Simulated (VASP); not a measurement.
# CaF (P4/nmm) in VASP: notebook

CaF is run at these levels: PBE; tasks: vibrations by perturbation theory, single point.

Everything below comes from runs of VASP 6.6.1. Logs are shortened: lines on timing, memory, paths and dates and some standing lists are left out, and cuts for length are marked.

**1. The cell of the first run**

The structure is tetragonal, space group P4/nmm (No. 129). The conventional cell has a = 3.942 Å, b = 3.942 Å, c = 5.697 Å, α = 90.00°, β = 90.00°, γ = 90.00°. Ca (site symmetry 4mm) has 4 F at 2.36 Å within 3.1 Å. F (site symmetry -4m2) has 4 Ca at 2.36 Å and 4 F at 2.79 Å within 3.1 Å.

**2. Vibrations by perturbation theory, PBE**

The input, INCAR:

```
SYSTEM = CaF
ALGO = Normal
EDIFF = 1E-8
ENCUT = 600
GGA = PE
GGA_COMPAT = .False.
IBRION = 8
ISIF = 2
ISMEAR = -1
KPAR = 4
LASPH = .True.
LCHARG = .True.
LREAL = .False.
LWAVE = .False.
NBANDS = 25
NELM = 120
NSW = 1
PREC = Accurate
SIGMA = 0.15
```

The input, KPOINTS:

```
k-points
0
Gamma
  12 12 8
  0 0 0
```

The input, POSCAR:

```
CaF
1.0
    3.9416166384      0.0000000000      0.0000000000
    0.0000000000      3.9416166384      0.0000000000
    0.0000000000      0.0000000000      5.6966438888
Ca F
2 2
Direct
    0.5000000000      0.0000000000      0.7733439041
    0.0000000000      0.5000000000      0.2266560959
    0.0000000000      0.0000000000      0.0000000000
    0.5000000000      0.5000000000      0.0000000000
```

Potentials or basis: VASP PAW PBE potentials, release 64 (Ca_sv, F).

Run with:

```
cat potpaw_PBE.64/Ca_sv/POTCAR potpaw_PBE.64/F/POTCAR > POTCAR
mpirun -np 4 vasp_std > vasp.out
```

OUTCAR:

```text
SYSTEM = CaF
   EDIFF = 1E-8
   ENCUT = 600
   GGA = PE
   IBRION = 8
   ISIF = 2
   ISMEAR = -1
   LASPH = .True.
   LREAL = .False.
   NELM = 120
   NSW = 1
   PREC = Accurate

 ion  position               nearest neighbor table
   1  0.500  0.000  0.773-   3 2.36   4 2.36   4 2.36   3 2.36
   2  0.000  0.500  0.227-   3 2.36   4 2.36   3 2.36   4 2.36
   3  0.000  0.000  0.000-   1 2.36   2 2.36   2 2.36   1 2.36
   4  0.500  0.500  0.000-   1 2.36   2 2.36   1 2.36   2 2.36

  LATTYP: Found a simple tetragonal cell.
 ALAT       =     3.9416166384
 C/A-ratio  =     1.4452556936

  Lattice vectors:

 A1 = (   3.9416166384,   0.0000000000,   0.0000000000)
 A2 = (   0.0000000000,   3.9416166384,   0.0000000000)
 A3 = (   0.0000000000,   0.0000000000,   5.6966438888)

Analysis of symmetry for initial positions (statically):
=====================================================================
 Subroutine PRICEL returns:
 Original cell was already a primitive cell.

 Routine SETGRP: Setting up the symmetry group for a
 simple tetragonal supercell.

 Subroutine GETGRP returns: Found 16 space group operations
 (whereof  8 operations were pure point group operations)
 out of a pool of 16 trial point group operations.

The static configuration has the point symmetry D_2d.
 The point group associated with its full space group is D_4h.

Analysis of symmetry for dynamics (positions and initial velocities):
=====================================================================
 Subroutine PRICEL returns:
 Original cell was already a primitive cell.

 Routine SETGRP: Setting up the symmetry group for a
 simple tetragonal supercell.

 Subroutine GETGRP returns: Found 16 space group operations
 (whereof  8 operations were pure point group operations)
 out of a pool of 16 trial point group operations.

The dynamic configuration has the point symmetry D_2d.
 The point group associated with its full space group is D_4h.

 Subroutine INISYM returns: Found 16 space group operations
 (whereof  8 operations are pure point group operations),
 and found     1 'primitive' translations

----------------------------------------------------------------------------------------

                                     Primitive cell

  volume of cell :      88.5050

  direct lattice vectors                    reciprocal lattice vectors
     3.941616638  0.000000000  0.000000000     0.253703009  0.000000000  0.000000000
     0.000000000  3.941616638  0.000000000     0.000000000  0.253703009  0.000000000
     0.000000000  0.000000000  5.696643889     0.000000000  0.000000000  0.175541954

  length of vectors
     3.941616638  3.941616638  5.696643889     0.253703009  0.253703009  0.175541954

  position of ions in fractional coordinates (direct lattice)
     0.500000000  0.000000000  0.773343904
     0.000000000  0.500000000  0.226656096
     0.000000000  0.000000000  0.000000000
     0.500000000  0.500000000  0.000000000

  ion indices of the primitive-cell ions
   primitive index   ion index
                 1           1
                 2           2
                 3           3
                 4           4

----------------------------------------------------------------------------------------

 KPOINTS: k-points

Automatic generation of k-mesh.
 Grid dimensions read from file:
 generate k-points for:   12   12    8

 Generating k-lattice:

  Cartesian coordinates                     Fractional coordinates (reciprocal lattice)
     0.021141917  0.000000000  0.000000000     0.083333333  0.000000000  0.000000000
     0.000000000  0.021141917  0.000000000     0.000000000  0.083333333  0.000000000
     0.000000000  0.000000000  0.021942744     0.000000000  0.000000000  0.125000000

  Length of vectors
     0.021141917  0.021141917  0.021942744

[... 69 lines left out ...]
   EFERMI_NEDOS =   21; number of points for ismear=-14 and -15
   IALGO  =     38    algorithm
   IMIX   =      4    mixing-type and parameters
     AMIX     =   0.40;   BMIX     =  1.00
     AMIX_MAG =   1.60;   BMIX_MAG =  1.00
  volume/ion in A,a.u.               =      22.13       149.32
  Fermi-wavevector in a.u.,A,eV,Ry     =   1.190086  2.248937 19.270011  1.416306
  Thomas-Fermi vector in A             =   2.326179
   LORBIT       =      0    0 simple, 1 ext, 2 COOP (PROOUT), +10 PAW based schemes
   GGA     = PE    functional components
   LHFCALC =     F    Hartree Fock is set to
   AEXX    =    0.0000 exact exchange contribution
   IVDW    =     0    specifies the selected vdW correction
   LEPSILON=     F    determine dielectric tensor
   LRPA    =     F    only Hartree local field effects (RPA)
 non-spin polarized calculation
  energy-cutoff  :      600.00
  volume of cell :       88.51
 maximum number of plane-waves:      2982
 NGX is ok and might be reduce to    32
   NGX = 15   NGY = 15   NGZ = 23

--------------------------------------- Ionic step        1  -------------------------------------------

 number of electron      33.9999987 magnetization

 Free energy of the ion-electron system (eV)
  ---------------------------------------------------
  ext. energy  EPLUGINS =         0.00000000
  ---------------------------------------------------
  free energy    TOTEN  =       -19.12135455 eV

  energy without entropy =      -19.03114782  energy(sigma->0) =      -19.07625119

 E-fermi :   3.2109     XC(G=0):  -8.4331

 val. band max:        3.1935878347   @ k =   0.5000   0.2500   0.2500
 cond. band min:       3.2317326083   @ k =   0.4167   0.0000   0.1250
 fundamental gap:      0.0381447736
 Fermi energy:         3.2109350975

 k-point     1 :       0.0000    0.0000    0.0000
  band No.  band energies     occupation
      1     -39.0207      2.00000
      2     -38.9913      2.00000
      3     -23.1303      2.00000
      4     -22.4467      2.00000
      5     -20.0458      2.00000
      6     -20.0458      2.00000
[... 661 lines left out ...]
     24       6.9756      0.00000
     25       7.1363      0.00000

 [... further k-points ...]

------------------------ aborting loop because EDIFF is reached ----------------------------------------

  FORCE on cell =-STRESS in cart. coord.  units (eV):
  Direction    XX          YY          ZZ          XY          YZ          ZX
  --------------------------------------------------------------------------------------
  -------------------------------------------------------------------------------------
  Total        0.0585859      0.0585859      0.0329055      0.0000000      0.0000000      0.0000000
  in kB        1.0605618      1.0605618      0.5956767      0.0000000      0.0000000      0.0000000
  external PRESSURE =       0.9056001 kB  Pullay stress =       0.0000000 kB

 VOLUME and BASIS-vectors are now :
 -----------------------------------------------------------------------------
  energy-cutoff  :      600.00
  volume of cell :       88.51
      direct lattice vectors                 reciprocal lattice vectors
     3.941616638  0.000000000  0.000000000     0.253703009  0.000000000  0.000000000
     0.000000000  3.941616638  0.000000000     0.000000000  0.253703009  0.000000000
     0.000000000  0.000000000  5.696643889     0.000000000  0.000000000  0.175541954

 POSITION                                       TOTAL-FORCE (eV/Angst)
 -----------------------------------------------------------------------------------
      1.97081      0.00000      4.40546         0.000000      0.000000     -0.048770
      0.00000      1.97081      1.29118         0.000000     -0.000000      0.048770
      0.00000      0.00000      0.00000         0.000000     -0.000000      0.000000
      1.97081      1.97081      0.00000         0.000000      0.000000      0.000000
 -----------------------------------------------------------------------------------
    total drift:                                0.000000     -0.000000     -0.000000

  FREE ENERGIE OF THE ION-ELECTRON SYSTEM (eV)
  ---------------------------------------------------
  free  energy   TOTEN  =       -19.1213545546 eV

  energy  without entropy=      -19.0311478169  energy(sigma->0) =      -19.07625119

[... ionic steps 2 to 9 ...]

--------------------------------------- Ionic step       10  -------------------------------------------

------------------------ aborting loop because EDIFF is reached ----------------------------------------

[... ionic steps 11 to 11 ...]

--------------------------------------- Ionic step       12  -------------------------------------------

 Free energy of the ion-electron system (eV)
  ---------------------------------------------------
  ---------------------------------------------------
  free energy    TOTEN  =        -0.54636769 eV

  energy without entropy =       -0.54636769

------------------------ aborting loop because EDIFF is reached ----------------------------------------

 INTERNAL STRAIN TENSOR  FOR ION    3  DIRECTION 3   (eV/Angst):
 -----------------------------------------------------------------------------
    -1.76053  0.00000  0.00000
     0.00000  1.73707  0.00000
     0.00000  0.00000  0.02604

 INTERNAL STRAIN TENSOR FOR ION    4 for displacements in x,y,z  (eV/Angst):
          X           Y           Z          XY          YZ          ZX
  --------------------------------------------------------------------------------
  x     0.00000     0.00000     0.00000     0.00000     0.00000     2.00828
  y     0.00000     0.00000     0.00000     0.00000    -2.05216     0.00000
  z     1.74880    -1.74880     0.00000     0.00000     0.00000     0.00000

 SECOND DERIVATIVES (NOT SYMMETRIZED)
 ------------------------------------
               1X          1Y          1Z          2X          2Y          2Z          3X          3Y          3Z          4X          4Y          4Z
  1X    -3.345855    0.000000    0.000000    0.625699    0.000000    0.000000    2.115208    0.000000    0.000000    0.604947    0.000000    0.000000
  1Y     0.000000   -3.345855    0.000000    0.000000    0.625699    0.000000    0.000000    0.604947    0.000000    0.000000    2.115208    0.000000
  1Z     0.000000    0.000000   -6.154750    0.000000    0.000000    3.338428    0.000000    0.000000    1.408161    0.000000    0.000000    1.408161
  2X     0.625699    0.000000    0.000000   -3.345855    0.000000    0.000000    0.604947    0.000000    0.000000    2.115208    0.000000    0.000000
  2Y     0.000000    0.625699    0.000000    0.000000   -3.345855    0.000000    0.000000    2.115208    0.000000    0.000000    0.604947    0.000000
  2Z     0.000000    0.000000    3.338428    0.000000    0.000000   -6.154750    0.000000    0.000000    1.408161    0.000000    0.000000    1.408161
  3X     2.080946    0.000000    0.000000    0.590466    0.000000    0.000000   -4.638342    0.000000    0.000000    1.966929    0.000000    0.000000
  3Y     0.000000    0.590466    0.000000    0.000000    2.080946    0.000000    0.000000   -4.638342    0.000000    0.000000    1.966929    0.000000
  3Z     0.000000    0.000000    1.393576    0.000000    0.000000    1.393576    0.000000    0.000000   -2.579148    0.000000    0.000000   -0.208004
  4X     0.590466    0.000000    0.000000    2.080946    0.000000    0.000000    1.966929    0.000000    0.000000   -4.638342    0.000000    0.000000
  4Y     0.000000    2.080946    0.000000    0.000000    0.590466    0.000000    0.000000    1.966929    0.000000    0.000000   -4.638342    0.000000
  4Z     0.000000    0.000000    1.393576    0.000000    0.000000    1.393576    0.000000    0.000000   -0.208004    0.000000    0.000000   -2.579148

 Eigenvectors and eigenvalues of the dynamical matrix
 ----------------------------------------------------

   1 f  =    9.367669 THz    58.858797 2PiTHz  312.471787 cm-1    38.741547 meV
             X         Y         Z           dx          dy          dz
      1.970808  0.000000  4.405465    -0.062210   -0.130720   -0.000000
      0.000000  1.970808  1.291179     0.062210    0.130720   -0.000000
      0.000000  0.000000  0.000000     0.297424   -0.624965   -0.000000
      1.970808  1.970808  0.000000    -0.297424    0.624965    0.000000
[... 71 lines left out ...]
  12 f/i=    0.030240 THz     0.190004 2PiTHz    1.008701 cm-1     0.125063 meV
             X         Y         Z           dx          dy          dz
      1.970808  0.000000  4.405465    -0.257111   -0.520691    0.000000
      0.000000  1.970808  1.291179    -0.257111   -0.520691    0.000000
      0.000000  0.000000  0.000000    -0.178630   -0.361754    0.000000
      1.970808  1.970808  0.000000    -0.178630   -0.361754    0.000000

--------------------------------------------------------------------------------------------------------

 ELASTIC MODULI CONTR FROM IONIC RELAXATION (kBar)
 Direction    XX          YY          ZZ          XY          YZ          ZX
 --------------------------------------------------------------------------------
 XX        -164.5262    -71.1308    -82.8816      0.0000     -0.0000     -0.0000
 YY         -71.1308   -164.5262    -82.8816      0.0000     -0.0000     -0.0000
 ZZ         -82.8816    -82.8816    -58.2997      0.0000     -0.0000     -0.0000
 XY           0.0000      0.0000      0.0000      0.0000      0.0000      0.0000
 YZ          -0.0000     -0.0000     -0.0000      0.0000   -136.2634      0.0000
 ZX          -0.0000     -0.0000     -0.0000      0.0000      0.0000   -114.9632
 --------------------------------------------------------------------------------
```

Wall time 14 min (4 MPI ranks of Intel Xeon 6975P-C (Granite Rapids), shared host); peak memory 1.7 GiB.

What came out:

| Item | Value |
| --- | --- |
| Highest phonon frequency at Γ, LO-TO splitting left out | 312 cm⁻¹ |

Phonon frequencies in cm⁻¹ (negative: imaginary):
```
              q point                                   frequencies
(0.000, 0.000, 0.000)  -1 -1 -1 154 154 184 238 238 243 254 312 312
```

**3. Single point, PBE**

The input, POSCAR:

```
CaF
1.0
    3.9393010289      0.0000000000      0.0000000000
    0.0000000000      3.9393010289      0.0000000000
    0.0000000000      0.0000000000      5.7019961752
Ca F
2 2
Direct
    0.5000000000      0.0000000000      0.7732765595
    0.0000000000      0.5000000000      0.2267234405
    0.0000000000      0.0000000000      0.0000000000
    0.5000000000      0.5000000000      0.0000000000
```

The input, INCAR.step1:

```
SYSTEM = CaF
PREC = Accurate
ENCUT = 520
EDIFF = 1E-6
ISMEAR = 0
SIGMA = 0.1
LREAL = .False.
LASPH = .True.
NELM = 120
ALGO = Normal
ISIF = 2
LWAVE = .False.
LCHARG = .True.
GGA = PE
NBANDS = 25
GGA_COMPAT = .False.
NEDOS = 2001
LORBIT = 11
```

The input, KPOINTS.step1:

```
regular mesh
0
Gamma
  12 12 8
  0 0 0
```

The input, INCAR.step2:

```
SYSTEM = CaF
PREC = Accurate
ENCUT = 520
EDIFF = 1E-6
ISMEAR = -5
SIGMA = 0.1
LREAL = .False.
LASPH = .True.
NELM = 120
ALGO = Normal
ISIF = 2
LWAVE = .False.
LCHARG = .False.
GGA = PE
LORBIT = 10
NBANDS = 25
NEDOS = 1001
ICHARG = 11
GGA_COMPAT = .False.
```

The input, KPOINTS.step2:

```
regular mesh
0
Gamma
  18 18 12
  0 0 0
```

Potentials or basis: VASP PAW PBE potentials, release 64 (Ca_sv, F).

Run with:

```
cat potpaw_PBE.64/Ca_sv/POTCAR potpaw_PBE.64/F/POTCAR > POTCAR
cp INCAR.step1 INCAR
cp KPOINTS.step1 KPOINTS
mpirun -np 1 vasp_std > vasp.out
cp INCAR.step2 INCAR
cp KPOINTS.step2 KPOINTS
mpirun -np 1 vasp_std > vasp.out
```

It took 6.4 min on 1 thread of AMD EPYC 9R45 (Zen 5), shared host; peak memory 0.69 GiB.

Results (log left out):

```
Valence electrons inside the program's atomic spheres : Ca 8.08; F 6.12
```

Levels at points of the mesh, in eV from the Fermi level:
```tsv
k point	band 15	band 16	band 17	band 18	band 19	band 20
(0.00, 0.00, 0.00)	-6.72	-6.72	-2.58	1.20	1.96	3.00
(0.50, 0.00, 0.00)	-7.41	-7.41	-0.53	-0.53	2.58	2.58
(0.50, 0.50, 0.00)	-6.65	-6.65	0.70	0.70	0.74	0.74
(0.00, 0.00, 0.50)	-6.73	-6.73	-1.75	0.46	2.49	2.72
(0.50, 0.00, 0.50)	-7.42	-7.42	-0.23	-0.23	2.56	2.56
(0.50, 0.50, 0.50)	-6.65	-6.65	0.78	0.78	0.87	0.87
```

Caveat: tetrahedron occupations give inexact forces and stress in metals.
